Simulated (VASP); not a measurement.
# TiAl (P4/mmm) in VASP: notebook

The runs below take TiAl through single point, with PBE.

All numbers are computed with VASP 6.6.1; they aren't measurements. Logs are shortened: lines on timing, memory, paths and dates and some standing lists are left out, and cuts for length are marked.

### Step 1. The cell of the first run

It takes space group P4/mmm (No. 123, tetragonal). The conventional cell has a = 2.825 Å, b = 2.825 Å, c = 4.065 Å, α = 90.00°, β = 90.00°, γ = 90.00°. Ti (site symmetry 4/mmm) has 4 Ti at 2.83 Å and 8 Al at 2.85 Å within 3.7 Å. Al (site symmetry 4/mmm) has 4 Al at 2.83 Å and 8 Ti at 2.85 Å within 3.7 Å.

### Step 2. Single point, PBE

INCAR reads:

```
SYSTEM = TiAl
  PREC = Accurate
  ENCUT = 520
  EDIFF = 1E-7
  ISMEAR = 0
  SIGMA = 0.1
  LREAL = .False.
  LASPH = .True.
  NELM = 80
  ALGO = Normal
  ISIF = 2
  LWAVE = .False.
  LCHARG = .False.
  GGA = PE
  NBANDS = 14
```

KPOINTS reads:

```
regular mesh
0
Gamma
  12 12 10
  0 0 0
```

POSCAR reads:

```
TiAl
1.0
    2.8254163476      0.0000000000      0.0000000000
    0.0000000000      2.8254163476      0.0000000000
    0.0000000000      0.0000000000      4.0653867126
Ti Al
1 1
Direct
    0.5000000000      0.5000000000      0.5000000000
    0.0000000000      0.0000000000      0.0000000000
```

Potentials or basis: VASP PAW PBE potentials, release 64 (Ti_sv, Al).

Launch:

```console
> cat potpaw_PBE.64/Ti_sv/POTCAR potpaw_PBE.64/Al/POTCAR > POTCAR
> mpirun -np 1 vasp_std > vasp.out
```

OUTCAR:

```text
SYSTEM = TiAl
   PREC = Accurate
   ENCUT = 520
   EDIFF = 1E-7
   ISMEAR = 0
   LREAL = .False.
   LASPH = .True.
   NELM = 80
   ISIF = 2
   GGA = PE

 ion  position               nearest neighbor table
   1  0.500  0.500  0.500-   2 2.85   2 2.85   2 2.85   2 2.85   2 2.85   2 2.85   2 2.85   2 2.85

   2  0.000  0.000  0.000-   1 2.85   1 2.85   1 2.85   1 2.85   1 2.85   1 2.85   1 2.85   1 2.85

  LATTYP: Found a simple tetragonal cell.
 ALAT       =     2.8254163476
 C/A-ratio  =     1.4388628834

  Lattice vectors:

 A1 = (   2.8254163476,   0.0000000000,   0.0000000000)
 A2 = (   0.0000000000,   2.8254163476,   0.0000000000)
 A3 = (   0.0000000000,   0.0000000000,   4.0653867126)

Analysis of symmetry for initial positions (statically):
=====================================================================
 Subroutine PRICEL returns:
 Original cell was already a primitive cell.

 Routine SETGRP: Setting up the symmetry group for a
 simple tetragonal supercell.

 Subroutine GETGRP returns: Found 16 space group operations
 (whereof 16 operations were pure point group operations)
 out of a pool of 16 trial point group operations.

The static configuration has the point symmetry D_4h.

Analysis of symmetry for dynamics (positions and initial velocities):
=====================================================================
 Subroutine PRICEL returns:
 Original cell was already a primitive cell.

 Routine SETGRP: Setting up the symmetry group for a
 simple tetragonal supercell.

 Subroutine GETGRP returns: Found 16 space group operations
 (whereof 16 operations were pure point group operations)
 out of a pool of 16 trial point group operations.

The dynamic configuration has the point symmetry D_4h.

 Subroutine INISYM returns: Found 16 space group operations
 (whereof 16 operations are pure point group operations),
 and found     1 'primitive' translations

----------------------------------------------------------------------------------------

                                     Primitive cell

  volume of cell :      32.4539

  direct lattice vectors                    reciprocal lattice vectors
     2.825416348  0.000000000  0.000000000     0.353930139  0.000000000  0.000000000
     0.000000000  2.825416348  0.000000000     0.000000000  0.353930139  0.000000000
     0.000000000  0.000000000  4.065386713     0.000000000  0.000000000  0.245979059

  length of vectors
     2.825416348  2.825416348  4.065386713     0.353930139  0.353930139  0.245979059

  position of ions in fractional coordinates (direct lattice)
     0.500000000  0.500000000  0.500000000
     0.000000000  0.000000000  0.000000000

  ion indices of the primitive-cell ions
   primitive index   ion index
                 1           1
                 2           2

----------------------------------------------------------------------------------------

 KPOINTS: regular mesh

Automatic generation of k-mesh.
 Grid dimensions read from file:
 generate k-points for:   12   12   10

 Generating k-lattice:

  Cartesian coordinates                     Fractional coordinates (reciprocal lattice)
     0.029494178  0.000000000  0.000000000     0.083333333  0.000000000  0.000000000
     0.000000000  0.029494178  0.000000000     0.000000000  0.083333333  0.000000000
     0.000000000  0.000000000  0.024597906     0.000000000  0.000000000  0.100000000

  Length of vectors
     0.029494178  0.029494178  0.024597906

  Shift w.r.t. Gamma in fractional coordinates (k-lattice)
     0.000000000  0.000000000  0.000000000

 Subroutine IBZKPT returns following result:
 ===========================================

 Found    168 irreducible k-points:

 Following reciprocal coordinates:
            Coordinates               Weight
  0.000000  0.000000  0.000000      1.000000
  0.083333  0.000000  0.000000      4.000000
  0.166667  0.000000  0.000000      4.000000
  0.250000  0.000000  0.000000      4.000000
  0.333333  0.000000  0.000000      4.000000
  0.416667  0.000000  0.000000      4.000000
[... 16 lines left out ...]
  0.333333  0.333333  0.000000      4.000000
  0.416667  0.333333  0.000000      8.000000
 [... further k-points ...]
   k-points           NKPTS =    168   k-points in BZ     NKDIM =    168   number of bands    NBANDS=     14
   number of dos      NEDOS =    301   number of ions     NIONS =      2
   total plane-waves  NPLWV =  17280
   dimension x,y,z NGX =    24 NGY =   24 NGZ =   30
   dimension x,y,z NGXF=    48 NGYF=   48 NGZF=   60
   ions per type =               1   1
   NGX,Y,Z   is equivalent  to a cutoff of  14.12, 14.12, 12.27 a.u.
   NGXF,Y,Z  is equivalent  to a cutoff of  28.24, 28.24, 24.54 a.u.
 SYSTEM =  TiAl
   PREC   = accura    normal or accurate (medium, high low for compatibility)
   ISTART =      0    job   : 0-new  1-cont  2-samecut
   ICHARG =      2    charge: 1-file 2-atom 10-const
   ISPIN  =      1    spin polarized calculation?
   LNONCOLLINEAR =      F non collinear calculations
   LSORBIT =      F    spin-orbit coupling
   LASPH  =      T    aspherical Exc in radial PAW
   ENCUT  =  520.0 eV  38.22 Ry    6.18 a.u.   5.25  5.25  7.56*2*pi/ulx,y,z
   NELM   =     80;   NELMIN=  2; NELMDL= -5     # of ELM steps
   EDIFF  = 0.1E-06   stopping-criterion for ELM
   LREAL  =      F    real-space projection
   EDIFFG = 0.1E-05   stopping-criterion for IOM
   NSW    =      0    number of steps for IOM
   IBRION =     -1    ionic relax: 0-MD 1-quasi-New 2-CG
   NFREE  =      0    steps in history (QN), initial steepest desc. (CG)
   ISIF   =      2    stress and relaxation
   ISYM   =      2    0-nonsym 1-usesym 2-fastsym
   POTIM  = 0.5000    time-step for ionic-motion
   TEBEG  =    0.0;   TEEND  =   0.0 temperature during run
   PSTRESS=    0.0 pullay stress
   NELECT =      15.0000    total number of electrons
   NUPDOWN=      -1.0000    fix difference up-down
   EMIN   =  10.00;   EMAX   =-10.00  energy-range for DOS
   EFERMI =   0.00;   METHOD = LEGACY
   ISMEAR =     0;   SIGMA  =   0.10  broadening in eV -4-tet -1-fermi 0-gaus
   EFERMI_NEDOS =   21; number of points for ismear=-14 and -15
   IALGO  =     38    algorithm
   IMIX   =      4    mixing-type and parameters
     AMIX     =   0.40;   BMIX     =  1.00
     AMIX_MAG =   1.60;   BMIX_MAG =  1.00
  volume/ion in A,a.u.               =      16.23       109.50
  Fermi-wavevector in a.u.,A,eV,Ry     =   1.265755  2.391930 21.798381  1.602136
  Thomas-Fermi vector in A             =   2.398992
   LORBIT       =      0    0 simple, 1 ext, 2 COOP (PROOUT), +10 PAW based schemes
   GGA     = PE    functional components
   LHFCALC =     F    Hartree Fock is set to
   AEXX    =    0.0000 exact exchange contribution
   IVDW    =     0    specifies the selected vdW correction
   LEPSILON=     F    determine dielectric tensor
   LRPA    =     F    only Hartree local field effects (RPA)
 non-spin polarized calculation
 Gauss-broadening in eV      SIGMA  =   0.10
  energy-cutoff  :      520.00
  volume of cell :       32.45
 maximum number of plane-waves:       900
 NGX is ok and might be reduce to    24
   NGX = 11   NGY = 11   NGZ = 15

 number of electron      15.0000001 magnetization

 Free energy of the ion-electron system (eV)
  ---------------------------------------------------
  ext. energy  EPLUGINS =         0.00000000
  ---------------------------------------------------
  free energy    TOTEN  =       -12.39797446 eV

  energy without entropy =      -12.38949469  energy(sigma->0) =      -12.39373458

 E-fermi :   8.3043     XC(G=0): -11.0353

 val. band max:        8.3029823458   @ k =   0.3333   0.2500   0.1000
 cond. band min:       8.3127100228   @ k =   0.4167   0.1667   0.4000
 fundamental gap:      0.0097276770
 Fermi energy:         8.3043231849

 k-point     1 :       0.0000    0.0000    0.0000
  band No.  band energies     occupation
      1     -48.3176      2.00000
      2     -24.7121      2.00000
      3     -24.2728      2.00000
      4     -24.2728      2.00000
      5      -0.7142      2.00000
      6       6.4581      2.00000
      7       7.4745      2.00000
      8       7.9737      2.00000
      9      10.4647      0.00000
     10      10.4647      0.00000
     11      11.6049      0.00000
     12      14.4939      0.00000
     13      16.6698      0.00000
     14      16.6698      0.00000

 k-point     2 :       0.0833    0.0000    0.0000
  band No.  band energies     occupation
      1     -48.3138      2.00000
      2     -24.7083      2.00000
      3     -24.3052      2.00000
      4     -24.2700      2.00000
      5      -0.5776      2.00000
      6       6.5689      2.00000
      7       7.5248      2.00000
      8       7.8528      2.00000
      9      10.4874      0.00000
     10      10.6172      0.00000
     11      11.4717      0.00000
     12      14.4725      0.00000
     13      15.0560      0.00000
     14      16.8466      0.00000

 k-point     3 :       0.1667    0.0000    0.0000
  band No.  band energies     occupation
      1     -48.3033      2.00000
      2     -24.6978      2.00000
      3     -24.3931      2.00000
      4     -24.2624      2.00000
      5      -0.1728      2.00000
      6       6.8606      2.00000
      7       7.5597      2.00000
      8       7.6085      2.00000
      9      10.5501      0.00000
     10      11.0236      0.00000
     11      11.1382      0.00000
     12      13.1709      0.00000
     13      14.5074      0.00000
     14      17.3324      0.00000

 k-point     4 :       0.2500    0.0000    0.0000
  band No.  band energies     occupation
      1     -48.2890      2.00000
      2     -24.6836      2.00000
      3     -24.5117      2.00000
      4     -24.2521      2.00000
      5       0.4868      2.00000
      6       7.1661      2.00000
      7       7.2142      2.00000
      8       7.4954      2.00000
      9      10.6376      0.00000
     10      10.7356      0.00000
     11      11.6077      0.00000
     12      11.9469      0.00000
     13      14.4382      0.00000
     14      18.0511      0.00000

 k-point     5 :       0.3333    0.0000    0.0000
  band No.  band energies     occupation
      1     -48.2746      2.00000
      2     -24.6693      2.00000
      3     -24.6286      2.00000
      4     -24.2417      2.00000
      5       1.3822      2.00000
      6       6.4782      2.00000
      7       6.9074      2.00000
      8       7.6932      2.00000
      9      10.3766      0.00000
     10      10.7271      0.00000
     11      11.7465      0.00000
[... 276 lines left out ...]
 k-point    22 :       0.5000    0.2500    0.0000
  band No.  band energies     occupation
      1     -48.2325      2.00000
      2     -24.7106      2.00000
      3     -24.6286      2.00000
      4     -24.4570      2.00000
      5       4.3778      2.00000
      6       4.9517      2.00000
      7       7.2566      2.00000
      8       8.6260      0.00001
      9       9.0820      0.00000
     10       9.1564      0.00000
     11      12.3366      0.00000
     12      15.5365      0.00000
     13      15.5429      0.00000
     14      16.2081      0.00000

 k-point    23 :       0.3333    0.3333    0.0000
  band No.  band energies     occupation
      1     -48.2327      2.00000
      2     -24.6289      2.00000
      3     -24.5883      2.00000
      4     -24.5777      2.00000
      5       3.2233      2.00000
      6       6.8878      2.00000
      7       7.6120      2.00000
      8       8.1315      1.98548
      9       8.6354      0.00000
     10       9.7590      0.00000
     11      11.7764      0.00000
     12      13.7961      0.00000
     13      14.7526      0.00000
     14      15.7840      0.00000

 k-point    24 :       0.4167    0.3333    0.0000
  band No.  band energies     occupation
      1     -48.2225      2.00000
      2     -24.6644      2.00000
      3     -24.6190      2.00000
      4     -24.5717      2.00000
      5       4.1102      2.00000
      6       6.3412      2.00000
      7       7.6644      2.00000
      8       8.1428      1.97763
      9       8.5357      0.00107
     10       9.5279      0.00000
     11      12.0250      0.00000
     12      14.1124      0.00000
     13      14.9653      0.00000
     14      15.7008      0.00000

 [... further k-points ...]

------------------------ aborting loop because EDIFF is reached ----------------------------------------

  FORCE on cell =-STRESS in cart. coord.  units (eV):
  Direction    XX          YY          ZZ          XY          YZ          ZX
  --------------------------------------------------------------------------------------
  -------------------------------------------------------------------------------------
  Total       -0.0060238     -0.0060238     -0.0028246      0.0000000     -0.0000000      0.0000000
  in kB       -0.2973794     -0.2973794     -0.1394439      0.0000000     -0.0000000      0.0000000
  external PRESSURE =      -0.2447342 kB  Pullay stress =       0.0000000 kB

 VOLUME and BASIS-vectors are now :
 -----------------------------------------------------------------------------
  energy-cutoff  :      520.00
  volume of cell :       32.45
      direct lattice vectors                 reciprocal lattice vectors
     2.825416348  0.000000000  0.000000000     0.353930139  0.000000000  0.000000000
     0.000000000  2.825416348  0.000000000     0.000000000  0.353930139  0.000000000
     0.000000000  0.000000000  4.065386713     0.000000000  0.000000000  0.245979059

 POSITION                                       TOTAL-FORCE (eV/Angst)
 -----------------------------------------------------------------------------------
      1.41271      1.41271      2.03269         0.000000      0.000000      0.000000
      0.00000      0.00000      0.00000         0.000000      0.000000      0.000000
 -----------------------------------------------------------------------------------
    total drift:                                0.000000      0.000000     -0.000000

  FREE ENERGIE OF THE ION-ELECTRON SYSTEM (eV)
  ---------------------------------------------------
  free  energy   TOTEN  =       -12.3979744615 eV

  energy  without entropy=      -12.3894946913  energy(sigma->0) =      -12.39373458
```

It took 26 s on 1 thread of Intel Xeon 6975P-C (Granite Rapids), shared host; peak memory 0.2 GiB.

What came out:

```
Free energy            : -12.3980 eV
Pressure               : 0.0 GPa
Band gap on the k mesh : zero (an odd number of electrons rules out a gap without spin polarisation)
```

### Step 3. Single point, PBE

This run uses another cell than the first one, of 16.27 Å³/atom.

INCAR reads:

```
SYSTEM = TiAl
PREC = Accurate
ENCUT = 520
EDIFF = 1E-6
ISMEAR = -1
SIGMA = 0.15
LREAL = .False.
LASPH = .True.
NELM = 100
ALGO = Fast
ISIF = 2
LWAVE = .False.
LCHARG = .False.
GGA = PE
NBANDS = 14
```

KPOINTS is that of step 2.

POSCAR reads:

```
TiAl
1.0
    2.8269804986      0.0000000000      0.0000000000
    0.0000000000      2.8269804986      0.0000000000
    0.0000000000      0.0000000000      4.0705996788
Ti Al
1 1
Direct
    0.5000000000      0.5000000000      0.5000000000
    0.0000000000      0.0000000000      0.0000000000
```

Potentials or basis: VASP PAW PBE potentials, release 64 (Ti_sv, Al).

Launch:

```console
> cat potpaw_PBE.64/Ti_sv/POTCAR potpaw_PBE.64/Al/POTCAR > POTCAR
> mpirun -np 1 vasp_std > vasp.out
```

Run time: 50 s. Hardware: 1 thread of Intel Xeon 6975P-C (Granite Rapids), shared host; peak memory 0.2 GiB.

The run converged. Its results:

```yaml
Free_energy: -12.4589 eV
Pressure: 0.0 GPa
Band_gap_on_the_k_mesh: zero (an odd number of electrons rules out a gap without spin polarisation)
```

Levels at points of the mesh, in eV from the Fermi level:
| k point | band 5 | band 6 | band 7 | band 8 | band 9 | band 10 | band 11 | band 12 |
| --- | --- | --- | --- | --- | --- | --- | --- | --- |
| (0.00, 0.00, 0.00) | -9.05 | -1.89 | -0.87 | -0.38 | 2.12 | 2.12 | 3.25 | 6.13 |
| (0.50, 0.00, 0.00) | -4.59 | -4.54 | -1.72 | -0.28 | 1.69 | 2.48 | 4.38 | 5.07 |
| (0.50, 0.50, 0.00) | -3.21 | -0.50 | -0.50 | -0.42 | -0.23 | -0.23 | 4.13 | 4.89 |
| (0.00, 0.00, 0.50) | -7.58 | -5.29 | -0.71 | 0.62 | 1.77 | 1.77 | 3.26 | 7.89 |
| (0.50, 0.00, 0.50) | -4.93 | -2.95 | -1.23 | -1.19 | 1.35 | 1.75 | 2.25 | 3.76 |
| (0.50, 0.50, 0.50) | -2.54 | -2.28 | -2.28 | 1.71 | 2.10 | 2.69 | 4.13 | 4.13 |
